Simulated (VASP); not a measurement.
# NdBi2S3 (P4/mmm) in VASP: relaxation of cell and atoms with PBE

Aim: the relaxation of cell and atoms of NdBi2S3 with PBE.

Everything below comes from runs of VASP 6.6.1. Logs are shortened: lines on timing, memory, paths and dates and some standing lists are left out, and cuts for length are marked.

### Step 1. The cell of the first run

It takes space group P4/mmm (No. 123, tetragonal). Conventional cell: a = 3.634 Å, b = 3.634 Å, c = 10.758 Å, α = 90.00°, β = 90.00°, γ = 90.00°. Within 3.9 Å of Nd (site symmetry 4/mmm) lie 8 S at 3.00 Å and 4 Nd at 3.63 Å and 2 Bi at 3.76 Å. Within 4.0 Å of Bi (site symmetry 4mm) lie 8 S at 3.04 to 3.39 Å and 5 Bi at 3.24 to 3.63 Å and 1 Nd at 3.76 Å. S (site symmetry 4mm) has 4 Nd at 3.00 Å and 6 S at 3.09 to 3.83 Å and 4 Bi at 3.39 Å within 3.9 Å. S (site symmetry 4/mmm) has 8 Bi at 3.04 Å and 6 S at 3.63 to 3.83 Å within 4.0 Å.

The cell was generated, and may not be a known phase.

### Step 2. Relaxation of cell and atoms, PBE

Input file INCAR:

```
SYSTEM = NdBi2S3
PREC     = Accurate       ! precision mode
ENCUT    = 500            ! plane-wave cutoff, eV
EDIFF    = 1E-7           ! SCF threshold, eV
ISMEAR   = 0              ! smearing method
SIGMA    = 0.1            ! smearing width, eV
LREAL    = .False.        ! projectors in reciprocal space
LASPH    = .True.         ! aspherical terms in the spheres
NELM     = 200            ! most SCF steps
ALGO     = Normal         ! electronic algorithm
ISIF     = 3              ! what is computed and relaxed
LWAVE    = .False.        ! write WAVECAR
LCHARG   = .False.        ! write CHGCAR
GGA      = PE             ! functional
IBRION   = 2              ! ionic algorithm
NSW      = 100            ! ionic steps
EDIFFG   = -0.01          ! ionic threshold
GGA_COMPAT= .False.      
NELMIN   = 4            
LMAXMIX  = 6              ! l up to which the mixer works
```

Input file KPOINTS:

```
regular mesh
0
Gamma
  8 8 4
  0 0 0
```

Input file POSCAR:

```
NdBi2S3
1.0
    3.6335081696      0.0000000000      0.0000000000
    0.0000000000      3.6335081696      0.0000000000
    0.0000000000      0.0000000000     10.7580360766
Nd Bi S
1 2 3
Direct
    0.0000000000      0.0000000000      0.0000000000
    0.0000000000      0.0000000000      0.3495370474
    0.0000000000      0.0000000000      0.6504629526
    0.5000000000      0.5000000000      0.1437660445
    0.5000000000      0.5000000000      0.5000000000
    0.5000000000      0.5000000000      0.8562339555
```

Potentials or basis: VASP PAW PBE potentials, release 64 (Nd_3, Bi_d, S), 4f in core.

On the command line:

```sh
$ cat potpaw_PBE.64/Nd_3/POTCAR potpaw_PBE.64/Bi_d/POTCAR potpaw_PBE.64/S/POTCAR > POTCAR
$ mpirun -np 1 vasp_std > vasp.out
```

OUTCAR:

```text
SYSTEM = NdBi2S3
   PREC = Accurate
   ENCUT = 500
   EDIFF = 1E-7
   ISMEAR = 0
   LREAL = .False.
   LASPH = .True.
   NELM = 200
   ISIF = 3
   GGA = PE
   IBRION = 2
   NSW = 100
   EDIFFG = -0.01
   NELMIN = 4

 ion  position               nearest neighbor table
   1  0.000  0.000  0.000-   4 3.00   6 3.00   4 3.00   6 3.00   4 3.00   6 3.00   4 3.00   6 3.00
                             2 3.76   3 3.76
   2  0.000  0.000  0.350-   5 3.04   5 3.04   5 3.04   5 3.04   3 3.24   1 3.76
   3  0.000  0.000  0.650-   5 3.04   5 3.04   5 3.04   5 3.04   2 3.24   1 3.76
   4  0.500  0.500  0.144-   1 3.00   1 3.00   1 3.00   1 3.00
   5  0.500  0.500  0.500-   2 3.04   3 3.04   2 3.04   3 3.04   2 3.04   3 3.04   2 3.04   3 3.04

   6  0.500  0.500  0.856-   1 3.00   1 3.00   1 3.00   1 3.00

  LATTYP: Found a simple tetragonal cell.
 ALAT       =     3.6335081696
 C/A-ratio  =     2.9607848873

  Lattice vectors:

 A1 = (   3.6335081696,   0.0000000000,   0.0000000000)
 A2 = (   0.0000000000,   3.6335081696,   0.0000000000)
 A3 = (   0.0000000000,   0.0000000000,  10.7580360766)

Analysis of symmetry for initial positions (statically):
=====================================================================
 Subroutine PRICEL returns:
 Original cell was already a primitive cell.

 Routine SETGRP: Setting up the symmetry group for a
 simple tetragonal supercell.

 Subroutine GETGRP returns: Found 16 space group operations
 (whereof 16 operations were pure point group operations)
 out of a pool of 16 trial point group operations.

The static configuration has the point symmetry D_4h.

Analysis of symmetry for dynamics (positions and initial velocities):
=====================================================================
 Subroutine PRICEL returns:
 Original cell was already a primitive cell.

 Routine SETGRP: Setting up the symmetry group for a
 simple tetragonal supercell.

 Subroutine GETGRP returns: Found 16 space group operations
 (whereof 16 operations were pure point group operations)
 out of a pool of 16 trial point group operations.

The dynamic configuration has the point symmetry D_4h.

 Subroutine INISYM returns: Found 16 space group operations
 (whereof 16 operations are pure point group operations),
 and found     1 'primitive' translations

----------------------------------------------------------------------------------------

                                     Primitive cell

  volume of cell :     142.0317

  direct lattice vectors                    reciprocal lattice vectors
     3.633508170  0.000000000  0.000000000     0.275216114  0.000000000  0.000000000
     0.000000000  3.633508170  0.000000000     0.000000000  0.275216114  0.000000000
     0.000000000  0.000000000 10.758036077     0.000000000  0.000000000  0.092953769

  length of vectors
     3.633508170  3.633508170 10.758036077     0.275216114  0.275216114  0.092953769

  position of ions in fractional coordinates (direct lattice)
     0.000000000  0.000000000  0.000000000
     0.000000000  0.000000000  0.349537047
     0.000000000  0.000000000  0.650462953
     0.500000000  0.500000000  0.143766044
     0.500000000  0.500000000  0.500000000
     0.500000000  0.500000000  0.856233956

  ion indices of the primitive-cell ions
   primitive index   ion index
                 1           1
                 2           2
                 3           3
                 4           4
                 5           5
                 6           6

----------------------------------------------------------------------------------------

 KPOINTS: regular mesh

Automatic generation of k-mesh.
 Grid dimensions read from file:
 generate k-points for:    8    8    4

 Generating k-lattice:

  Cartesian coordinates                     Fractional coordinates (reciprocal lattice)
     0.034402014  0.000000000  0.000000000     0.125000000  0.000000000  0.000000000
     0.000000000  0.034402014  0.000000000     0.000000000  0.125000000  0.000000000
     0.000000000  0.000000000  0.023238442     0.000000000  0.000000000  0.250000000

  Length of vectors
     0.034402014  0.034402014  0.023238442

  Shift w.r.t. Gamma in fractional coordinates (k-lattice)
     0.000000000  0.000000000  0.000000000

 Subroutine IBZKPT returns following result:
 ===========================================

 Found     45 irreducible k-points:

 Following reciprocal coordinates:
            Coordinates               Weight
  0.000000  0.000000  0.000000      1.000000
  0.125000  0.000000  0.000000      4.000000
  0.250000  0.000000  0.000000      4.000000
  0.375000  0.000000  0.000000      4.000000
  0.500000  0.000000  0.000000      2.000000
  0.125000  0.125000  0.000000      4.000000
[... 16 lines left out ...]
  0.375000  0.125000  0.250000     16.000000
  0.500000  0.125000  0.250000      8.000000
 [... further k-points ...]
   k-points           NKPTS =     45   k-points in BZ     NKDIM =     45   number of bands    NBANDS=     35
   number of dos      NEDOS =    301   number of ions     NIONS =      6
   total plane-waves  NPLWV =  62720
   dimension x,y,z NGX =    28 NGY =   28 NGZ =   80
   dimension x,y,z NGXF=    56 NGYF=   56 NGZF=  160
   ions per type =               1   2   3
   NGX,Y,Z   is equivalent  to a cutoff of  12.81, 12.81, 12.36 a.u.
   NGXF,Y,Z  is equivalent  to a cutoff of  25.62, 25.62, 24.73 a.u.
 SYSTEM =  NdBi2S3
   PREC   = accura    normal or accurate (medium, high low for compatibility)
   ISTART =      0    job   : 0-new  1-cont  2-samecut
   ICHARG =      2    charge: 1-file 2-atom 10-const
   ISPIN  =      1    spin polarized calculation?
   LNONCOLLINEAR =      F non collinear calculations
   LSORBIT =      F    spin-orbit coupling
   LASPH  =      T    aspherical Exc in radial PAW
   ENCUT  =  500.0 eV  36.75 Ry    6.06 a.u.   6.62  6.62 19.61*2*pi/ulx,y,z
   NELM   =    200;   NELMIN=  4; NELMDL= -5     # of ELM steps
   EDIFF  = 0.1E-06   stopping-criterion for ELM
   LREAL  =      F    real-space projection
   EDIFFG = -.1E-01   stopping-criterion for IOM
   NSW    =    100    number of steps for IOM
   IBRION =      2    ionic relax: 0-MD 1-quasi-New 2-CG
   NFREE  =      1    steps in history (QN), initial steepest desc. (CG)
   ISIF   =      3    stress and relaxation
   ISYM   =      2    0-nonsym 1-usesym 2-fastsym
   POTIM  = 0.5000    time-step for ionic-motion
   TEBEG  =    0.0;   TEEND  =   0.0 temperature during run
   PSTRESS=    0.0 pullay stress
   NELECT =      59.0000    total number of electrons
   NUPDOWN=      -1.0000    fix difference up-down
   EMIN   =  10.00;   EMAX   =-10.00  energy-range for DOS
   EFERMI =   0.00;   METHOD = LEGACY
   ISMEAR =     0;   SIGMA  =   0.10  broadening in eV -4-tet -1-fermi 0-gaus
   EFERMI_NEDOS =   21; number of points for ismear=-14 and -15
   IALGO  =     38    algorithm
   IMIX   =      4    mixing-type and parameters
     AMIX     =   0.40;   BMIX     =  1.00
     AMIX_MAG =   1.60;   BMIX_MAG =  1.00
  volume/ion in A,a.u.               =      23.67       159.75
  Fermi-wavevector in a.u.,A,eV,Ry     =   1.221510  2.308319 20.301076  1.492087
  Thomas-Fermi vector in A             =   2.356690
   LORBIT       =      0    0 simple, 1 ext, 2 COOP (PROOUT), +10 PAW based schemes
   GGA     = PE    functional components
   LHFCALC =     F    Hartree Fock is set to
   AEXX    =    0.0000 exact exchange contribution
   IVDW    =     0    specifies the selected vdW correction
   LEPSILON=     F    determine dielectric tensor
   LRPA    =     F    only Hartree local field effects (RPA)
 conjugate gradient relaxation of ions
 non-spin polarized calculation
 Gauss-broadening in eV      SIGMA  =   0.10
  energy-cutoff  :      500.00
  volume of cell :      142.03
 maximum number of plane-waves:      3639
 NGX is ok and might be reduce to    28
   NGX = 13   NGY = 13   NGZ = 39

--------------------------------------- Ionic step        1  -------------------------------------------

 number of electron      58.9999996 magnetization

 Free energy of the ion-electron system (eV)
  ---------------------------------------------------
  ext. energy  EPLUGINS =         0.00000000
  ---------------------------------------------------
  free energy    TOTEN  =       -28.74525790 eV

  energy without entropy =      -28.72855405  energy(sigma->0) =      -28.73690598

------------------------ aborting loop because EDIFF is reached ----------------------------------------

  FORCE on cell =-STRESS in cart. coord.  units (eV):
  Direction    XX          YY          ZZ          XY          YZ          ZX
  --------------------------------------------------------------------------------------
  -------------------------------------------------------------------------------------
  Total       -0.1177800     -0.1177800     -0.3671187      0.0000000      0.0000000      0.0000000
  in kB       -1.3286084     -1.3286084     -4.1412534      0.0000000      0.0000000      0.0000000
  external PRESSURE =      -2.2661567 kB  Pullay stress =       0.0000000 kB
[... 265 lines left out ...]
  energy  without entropy=      -28.7338434756  energy(sigma->0) =      -28.74114674

--------------------------------------- Ionic step        8  -------------------------------------------

 number of electron      58.9999992 magnetization

 Free energy of the ion-electron system (eV)
  ---------------------------------------------------
  ext. energy  EPLUGINS =         0.00000000
  ---------------------------------------------------
  free energy    TOTEN  =       -28.74847998 eV

  energy without entropy =      -28.73381758  energy(sigma->0) =      -28.74114878

 E-fermi :   6.9135     XC(G=0): -10.4301

 val. band max:        6.8647577151   @ k =   0.5000   0.0000   0.2500
 cond. band min:       6.9267684312   @ k =   0.1250   0.0000   0.5000
 fundamental gap:      0.0620107161
 Fermi energy:         6.9134682585

 k-point     1 :       0.0000    0.0000    0.0000
  band No.  band energies     occupation
      1     -31.1852      2.00000
      2     -16.6145      2.00000
      3     -16.6103      2.00000
      4     -16.6021      2.00000
      5     -16.5100      2.00000
      6     -16.5100      2.00000
[... 901 lines left out ...]
     34       9.0821      0.00000
     35      10.1234      0.00000

 [... further k-points ...]
[... 5 lines left out ...]
  --------------------------------------------------------------------------------------
  -------------------------------------------------------------------------------------
  Total        0.0193038      0.0193038     -0.0009027      0.0000000      0.0000000      0.0000000
  in kB        0.2180632      0.2180632     -0.0101975      0.0000000      0.0000000      0.0000000
  external PRESSURE =       0.1419763 kB  Pullay stress =       0.0000000 kB
[... 21 lines left out ...]
  FREE ENERGIE OF THE ION-ELECTRON SYSTEM (eV)
  ---------------------------------------------------
  free  energy   TOTEN  =       -28.7484799803 eV

  energy  without entropy=      -28.7338175767  energy(sigma->0) =      -28.74114878

 reached required accuracy - stopping structural energy minimisation
```

Wall time 7.8 min (1 thread of Intel Xeon 6975P-C (Granite Rapids), shared host); peak memory 0.38 GiB.

What came out:

```yaml
Free_energy: -28.7485 eV
Relaxed_volume: 23.64 Å³/atom
Relaxed_cell: a = 3.637 Å, b = 3.637 Å, c = 10.723 Å, α = 90.00°, β = 90.00°, γ = 90.00°
Space_group_after_relaxing_to_0.1_Å: P4/mmm (No. 123)
Energy_gained_by_relaxing: 0.5 meV/atom
Ionic_steps: 8
Pressure_after_relaxing: 0.0 GPa
Largest_force_after_relaxing: 0.007 eV/Å
Band_gap_on_the_k_mesh: zero (an odd number of electrons rules out a gap without spin polarisation)
```

Forces in eV/Å, atoms in the order of the input:
```
Nd   0.000  0.000  0.000
Bi   0.000  0.000  0.007
Bi   0.000  0.000 -0.007
S    0.000  0.000 -0.003
S    0.000  0.000  0.000
S    0.000  0.000  0.003
```

The path:
| step | energy change (eV) | largest force (eV/Å) | pressure (GPa) | volume (Å³) |
| --- | --- | --- | --- | --- |
| 1 | 0.0000 | 0.1204 | -0.23 | 142.03 |
| 2 | -0.0017 | 0.0609 | 0.16 | 141.34 |
| 3 | -0.0017 | 0.0541 | 0.23 | 141.22 |
| 4 | -0.0029 | 0.0243 | 0.11 | 141.53 |
| 5 | -0.0031 | 0.0076 | 0.05 | 141.71 |
| 6 | -0.0032 | 0.0141 | -0.02 | 141.86 |
| 7 | -0.0032 | 0.0151 | -0.03 | 141.89 |
| 8 | -0.0032 | 0.0068 | 0.01 | 141.83 |

Final structure:
```
Nd Bi S
1.0
     3.63682    0.00000    0.00000
     0.00000    3.63682    0.00000
     0.00000    0.00000   10.72327
Nd Bi S
1 2 3
Direct
  0.00000 0.00000 0.00000
  0.00000 0.00000 0.35117
  0.00000 0.00000 0.64883
  0.50000 0.50000 0.14455
  0.50000 0.50000 0.50000
  0.50000 0.50000 0.85545
```

Caveat: spin-orbit coupling is left out, which moves the levels of the heavy elements; the 4f electrons are frozen in the core, so they carry no moment and show no levels; an odd number of electrons without spin polarisation forces a metal; a magnetic or distorted state may lie lower; the run has no spin polarisation, though such a crystal can be magnetic. With open d or f shells a metallic result of PBE can be an artefact of self-interaction; +U or a hybrid may open a gap.

The gap in the log of VASP goes by the Fermi energy; the results here count the filled bands.